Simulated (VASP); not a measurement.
# TePb (P-3m1) in VASP: single point with PBE

Aim: the single point of TePb with PBE.

Everything below comes from runs of VASP 6.6.1. Logs are shortened: lines on timing, memory, paths and dates and some standing lists are left out, and cuts for length are marked.

**1. The cell of the first run**

Symmetry: P-3m1, No. 164, trigonal system. Conventional cell: a = 4.570 Å, b = 4.570 Å, c = 31.561 Å, α = 90.00°, β = 90.00°, γ = 120.00°. Within 4.3 Å of Pb (site symmetry 3m) lie 6 Te at 3.27 Å. Pb (site symmetry 3m) has 6 Te at 3.32 Å and 12 Pb at 4.57 to 4.83 Å within 4.9 Å. Within 4.8 Å of Pb (site symmetry 3m) lie 6 Te at 3.32 Å and 12 Pb at 4.57 to 4.75 Å. Within 4.3 Å of Pb (site symmetry 3m) lie 6 Te at 3.27 Å. Te (site symmetry 3m) has 6 Pb at 3.27 to 3.32 Å and 1 Te at 4.03 Å within 4.3 Å. Te (site symmetry -3m) has 6 Pb at 3.32 Å and 8 Te at 4.03 to 4.57 Å within 4.6 Å. Te (site symmetry 3m) has 6 Pb at 3.27 to 3.32 Å and 1 Te at 4.03 Å within 4.3 Å. Te (site symmetry 3m) has 6 Pb at 3.27 to 3.32 Å and 1 Te at 4.03 Å within 4.3 Å.

**2. Single point, PBE**

INCAR

```
SYSTEM = TePb
PREC = Accurate ; ENCUT = 520
EDIFF = 1E-7 ; ISMEAR = 0
SIGMA = 0.02 ; LREAL = Auto
LASPH = .True. ; NELM = 60
ALGO = Normal ; ISIF = 2
LWAVE = .False. ; LCHARG = .False.
GGA = PE ; NBANDS = 94
```

KPOINTS

```
Automatic mesh
0
Gamma
  6 6 2
  0 0 0
```

POSCAR

```
TePb
1.0
    4.5704051564      0.0000000000      0.0000000000
   -2.2852025782      3.9580869710      0.0000000000
    0.0000000000      0.0000000000     31.5609783472
Pb Te
8 8
Direct
    0.0000000000      0.0000000000     -0.0014837395
    0.3333333333      0.6666666667      0.1234655496
    0.0000000000      0.0000000000      0.2515344504
    0.3333333333      0.6666666667      0.3764837395
    0.6666666667      0.3333333333      0.5014910995
    0.3333333333      0.6666666667      0.6265505577
    0.0000000000      0.0000000000      0.7484494423
    0.6666666667      0.3333333333      0.8735089005
    0.6666666667      0.3333333333      0.0597357759
    0.6666666667      0.3333333333      0.1875000000
    0.6666666667      0.3333333333      0.3152642241
    0.0000000000      0.0000000000      0.4377377365
    0.0000000000      0.0000000000      0.5653019656
    0.6666666667      0.3333333333      0.6875000000
    0.3333333333      0.6666666667      0.8096980344
    0.3333333333      0.6666666667      0.9372622635
```

Potentials or basis: VASP PAW PBE potentials, release 64 (Pb_d, Te).

The run is started by

```
$ cat potpaw_PBE.64/Pb_d/POTCAR potpaw_PBE.64/Te/POTCAR > POTCAR
$ mpirun -np 1 vasp_std > vasp.out
```

OUTCAR:

```text
SYSTEM = TePb
   PREC = Accurate
   ENCUT = 520
   EDIFF = 1E-7
   ISMEAR = 0
   LREAL = Auto
   LASPH = .True.
   NELM = 60
   ISIF = 2
   GGA = PE

 ion  position               nearest neighbor table
   1  0.000  0.000  0.999-   9 3.27   9 3.27   9 3.27  16 3.27  16 3.27  16 3.27
   2  0.333  0.667  0.123-   9 3.32   9 3.32   9 3.32  10 3.32  10 3.32  10 3.32
   3  0.000  0.000  0.252-  11 3.32  11 3.32  11 3.32  10 3.32  10 3.32  10 3.32
   4  0.333  0.667  0.376-  11 3.27  11 3.27  11 3.27  12 3.27  12 3.27  12 3.27
   5  0.667  0.333  0.501-  12 3.32  12 3.32  12 3.32  13 3.32  13 3.32  13 3.32
   6  0.333  0.667  0.627-  14 3.27  14 3.27  14 3.27  13 3.27  13 3.27  13 3.27
[... 8 lines left out ...]
  15  0.333  0.667  0.810-   7 3.27   7 3.27   7 3.27   8 3.32   8 3.32   8 3.32
  16  0.333  0.667  0.937-   1 3.27   1 3.27   1 3.27   8 3.32   8 3.32   8 3.32

  LATTYP: Found a hexagonal cell.
 ALAT       =     4.5704051564
 C/A-ratio  =     6.9055099640

  Lattice vectors:

 A1 = (   4.5704051564,   0.0000000000,   0.0000000000)
 A2 = (  -2.2852025782,   3.9580869710,   0.0000000000)
 A3 = (   0.0000000000,   0.0000000000,  31.5609783472)

Analysis of symmetry for initial positions (statically):
=====================================================================
 Subroutine PRICEL returns:
 Original cell was already a primitive cell.

 Routine SETGRP: Setting up the symmetry group for a
 hexagonal supercell.

 Subroutine GETGRP returns: Found 12 space group operations
 (whereof  6 operations were pure point group operations)
 out of a pool of 24 trial point group operations.

The static configuration has the point symmetry C_3v.
 The point group associated with its full space group is D_3d.

Analysis of symmetry for dynamics (positions and initial velocities):
=====================================================================
 Subroutine PRICEL returns:
 Original cell was already a primitive cell.

 Routine SETGRP: Setting up the symmetry group for a
 hexagonal supercell.

 Subroutine GETGRP returns: Found 12 space group operations
 (whereof  6 operations were pure point group operations)
 out of a pool of 24 trial point group operations.

The dynamic configuration has the point symmetry C_3v.
 The point group associated with its full space group is D_3d.

 Subroutine INISYM returns: Found 12 space group operations
 (whereof  6 operations are pure point group operations),
 and found     1 'primitive' translations

----------------------------------------------------------------------------------------

                                     Primitive cell

  volume of cell :     570.9400

  direct lattice vectors                    reciprocal lattice vectors
     4.570405156  0.000000000  0.000000000     0.218798983  0.126323652  0.000000000
    -2.285202578  3.958086971  0.000000000     0.000000000  0.252647303  0.000000000
     0.000000000  0.000000000 31.560978347     0.000000000  0.000000000  0.031684696

  length of vectors
     4.570405156  4.570405156 31.560978347     0.252647303  0.252647303  0.031684696

  position of ions in fractional coordinates (direct lattice)
     0.000000000  0.000000000  0.998516260
     0.333333333  0.666666667  0.123465550
     0.000000000  0.000000000  0.251534450
     0.333333333  0.666666667  0.376483740
     0.666666667  0.333333333  0.501491100
     0.333333333  0.666666667  0.626550558
[... 8 lines left out ...]
     0.333333333  0.666666667  0.809698034
     0.333333333  0.666666667  0.937262264

  ion indices of the primitive-cell ions
   primitive index   ion index
                 1           1
                 2           2
                 3           3
                 4           4
                 5           5
                 6           6
[... 8 lines left out ...]
                15          15
                16          16

----------------------------------------------------------------------------------------

 KPOINTS: Automatic mesh

Automatic generation of k-mesh.
 Grid dimensions read from file:
 generate k-points for:    6    6    2

 Generating k-lattice:

  Cartesian coordinates                     Fractional coordinates (reciprocal lattice)
     0.036466497  0.021053942  0.000000000     0.166666667 -0.000000000  0.000000000
     0.000000000  0.042107884  0.000000000     0.000000000  0.166666667  0.000000000
     0.000000000  0.000000000  0.015842348     0.000000000  0.000000000  0.500000000

  Length of vectors
     0.042107884  0.042107884  0.015842348

  Shift w.r.t. Gamma in fractional coordinates (k-lattice)
     0.000000000  0.000000000  0.000000000

 Subroutine IBZKPT returns following result:
 ===========================================

 Found     14 irreducible k-points:

 Following reciprocal coordinates:
            Coordinates               Weight
  0.000000  0.000000  0.000000      1.000000
  0.166667  0.000000  0.000000      6.000000
  0.333333  0.000000  0.000000      6.000000
  0.500000  0.000000  0.000000      3.000000
  0.166667  0.166667  0.000000      6.000000
  0.333333  0.166667  0.000000     12.000000
  0.333333  0.333333  0.000000      2.000000
  0.000000  0.000000  0.500000      1.000000
  0.166667  0.000000  0.500000      6.000000
  0.333333  0.000000  0.500000      6.000000
  0.500000  0.000000  0.500000      3.000000
  0.166667  0.166667  0.500000      6.000000
  0.333333  0.166667  0.500000     12.000000
  0.333333  0.333333  0.500000      2.000000
   k-points           NKPTS =     14   k-points in BZ     NKDIM =     14   number of bands    NBANDS=     94
   number of dos      NEDOS =    301   number of ions     NIONS =     16
   total plane-waves  NPLWV = 311040
   dimension x,y,z NGX =    36 NGY =   36 NGZ =  240
   dimension x,y,z NGXF=    72 NGYF=   72 NGZF=  480
   ions per type =               8   8
   NGX,Y,Z   is equivalent  to a cutoff of  13.09, 13.09, 12.64 a.u.
   NGXF,Y,Z  is equivalent  to a cutoff of  26.19, 26.19, 25.28 a.u.
 SYSTEM =  TePb
   PREC   = accura    normal or accurate (medium, high low for compatibility)
   ISTART =      0    job   : 0-new  1-cont  2-samecut
   ICHARG =      2    charge: 1-file 2-atom 10-const
   ISPIN  =      1    spin polarized calculation?
   LNONCOLLINEAR =      F non collinear calculations
   LSORBIT =      F    spin-orbit coupling
   LASPH  =      T    aspherical Exc in radial PAW
   ENCUT  =  520.0 eV  38.22 Ry    6.18 a.u.   8.50  8.50 58.68*2*pi/ulx,y,z
   NELM   =     60;   NELMIN=  2; NELMDL= -5     # of ELM steps
   EDIFF  = 0.1E-06   stopping-criterion for ELM
   LREAL  =      T    real-space projection
   EDIFFG = 0.1E-05   stopping-criterion for IOM
   NSW    =      0    number of steps for IOM
   IBRION =     -1    ionic relax: 0-MD 1-quasi-New 2-CG
   NFREE  =      0    steps in history (QN), initial steepest desc. (CG)
   ISIF   =      2    stress and relaxation
   ISYM   =      2    0-nonsym 1-usesym 2-fastsym
   POTIM  = 0.5000    time-step for ionic-motion
   TEBEG  =    0.0;   TEEND  =   0.0 temperature during run
   PSTRESS=    0.0 pullay stress
   NELECT =     160.0000    total number of electrons
   NUPDOWN=      -1.0000    fix difference up-down
   EMIN   =  10.00;   EMAX   =-10.00  energy-range for DOS
   EFERMI =   0.00;   METHOD = LEGACY
   ISMEAR =     0;   SIGMA  =   0.02  broadening in eV -4-tet -1-fermi 0-gaus
   EFERMI_NEDOS =   21; number of points for ismear=-14 and -15
   IALGO  =     38    algorithm
   IMIX   =      4    mixing-type and parameters
     AMIX     =   0.40;   BMIX     =  1.00
     AMIX_MAG =   1.60;   BMIX_MAG =  1.00
  volume/ion in A,a.u.               =      35.68       240.81
  Fermi-wavevector in a.u.,A,eV,Ry     =   1.071317  2.024496 15.615680  1.147720
  Thomas-Fermi vector in A             =   2.207054
   LORBIT       =      0    0 simple, 1 ext, 2 COOP (PROOUT), +10 PAW based schemes
   GGA     = PE    functional components
   LHFCALC =     F    Hartree Fock is set to
   AEXX    =    0.0000 exact exchange contribution
   IVDW    =     0    specifies the selected vdW correction
   LEPSILON=     F    determine dielectric tensor
   LRPA    =     F    only Hartree local field effects (RPA)
 non-spin polarized calculation
 Gauss-broadening in eV      SIGMA  =   0.02
  energy-cutoff  :      520.00
  volume of cell :      570.94
 maximum number of plane-waves:     15507
 NGX is ok and might be reduce to    36
   NGX = 17   NGY = 17   NGZ =117

 number of electron     160.0000005 magnetization

 Free energy of the ion-electron system (eV)
  ---------------------------------------------------
  ext. energy  EPLUGINS =         0.00000000
  ---------------------------------------------------
  free energy    TOTEN  =       -59.42694177 eV

  energy without entropy =      -59.42694177  energy(sigma->0) =      -59.42694177

 E-fermi :   5.1455     XC(G=0):  -9.0377

 val. band max:        5.0241788526   @ k =   0.1667   0.0000   0.5000
 cond. band min:       5.5061733059   @ k =   0.5000   0.0000   0.0000
 fundamental gap:      0.4819944533
 Fermi energy:         5.1455047646

 k-point     1 :       0.0000    0.0000    0.0000
  band No.  band energies     occupation
      1     -11.8352      2.00000
      2     -11.8352      2.00000
      3     -11.8352      2.00000
      4     -11.8352      2.00000
      5     -11.8291      2.00000
      6     -11.8291      2.00000
[... 84 lines left out ...]
     91       7.5538      0.00000
     92       7.5548      0.00000

 k-point     2 :       0.1667    0.0000    0.0000
  band No.  band energies     occupation
      1     -11.8368      2.00000
      2     -11.8368      2.00000
      3     -11.8309      2.00000
      4     -11.8301      2.00000
      5     -11.8301      2.00000
      6     -11.8287      2.00000
[... 1129 lines left out ...]
     91       8.0797      0.00000
     92       8.3387      0.00000

 k-point    14 :       0.3333    0.3333    0.5000
  band No.  band energies     occupation
      1     -11.8320      2.00000
      2     -11.8320      2.00000
      3     -11.8279      2.00000
      4     -11.8233      2.00000
      5     -11.8221      2.00000
      6     -11.8221      2.00000
[... 84 lines left out ...]
     91       8.3646      0.00000
     92       8.3646      0.00000
 [bands above 92 left out]

------------------------ aborting loop because EDIFF is reached ----------------------------------------

  FORCE on cell =-STRESS in cart. coord.  units (eV):
  Direction    XX          YY          ZZ          XY          YZ          ZX
  --------------------------------------------------------------------------------------
  -------------------------------------------------------------------------------------
  Total       -0.1642096     -0.1642096     -0.1368739      0.0000000      0.0000000      0.0000000
  in kB       -0.4608066     -0.4608066     -0.3840968      0.0000000      0.0000000      0.0000000
  external PRESSURE =      -0.4352367 kB  Pullay stress =       0.0000000 kB

 VOLUME and BASIS-vectors are now :
 -----------------------------------------------------------------------------
  energy-cutoff  :      520.00
  volume of cell :      570.94
      direct lattice vectors                 reciprocal lattice vectors
     4.570405156  0.000000000  0.000000000     0.218798983  0.126323652  0.000000000
    -2.285202578  3.958086971  0.000000000     0.000000000  0.252647303  0.000000000
     0.000000000  0.000000000 31.560978347     0.000000000  0.000000000  0.031684696

 POSITION                                       TOTAL-FORCE (eV/Angst)
 -----------------------------------------------------------------------------------
      0.00000      0.00000     31.51415         0.000000      0.000000     -0.002304
     -0.00000      2.63872      3.89669         0.000000     -0.000000      0.000536
      0.00000      0.00000      7.93867        -0.000000      0.000000     -0.000536
     -0.00000      2.63872     11.88220        -0.000000     -0.000000      0.002304
      2.28520      1.31936     15.82755         0.000000     -0.000000      0.001287
     -0.00000      2.63872     19.77455         0.000000      0.000000     -0.001709
[... 8 lines left out ...]
     -0.00000      2.63872     25.55486         0.000000     -0.000000      0.004217
     -0.00000      2.63872     29.58091         0.000000     -0.000000      0.001417
 -----------------------------------------------------------------------------------
    total drift:                                0.000000     -0.000000      0.000000

  FREE ENERGIE OF THE ION-ELECTRON SYSTEM (eV)
  ---------------------------------------------------
  free  energy   TOTEN  =       -59.4269417708 eV

  energy  without entropy=      -59.4269417708  energy(sigma->0) =      -59.42694177
```

Run time: 41 min. Hardware: 1 thread of Oxide Virtual Turin-like, shared host; peak memory 0.86 GiB.

What came out:

```yaml
Free_energy: -59.4269 eV
Pressure: 0.0 GPa
Largest_force: 0.004 eV/Å
Band_gap_on_the_k_mesh: 0.48 eV (least direct gap 0.68 eV)
```

Forces in eV/Å, atoms in the order of the input:
```
Pb   0.000  0.000 -0.002
Pb   0.000  0.000  0.001
Pb   0.000  0.000 -0.001
Pb   0.000  0.000  0.002
Pb   0.000  0.000  0.001
Pb   0.000  0.000 -0.002
Pb   0.000  0.000  0.002
Pb   0.000  0.000 -0.001
Te   0.000  0.000  0.001
Te   0.000  0.000  0.000
Te   0.000  0.000 -0.001
Te   0.000  0.000 -0.001
Te   0.000  0.000 -0.004
Te   0.000  0.000  0.000
Te   0.000  0.000  0.004
Te   0.000  0.000  0.001
```

Caveat: spin-orbit coupling is left out, which moves the levels of the heavy elements.
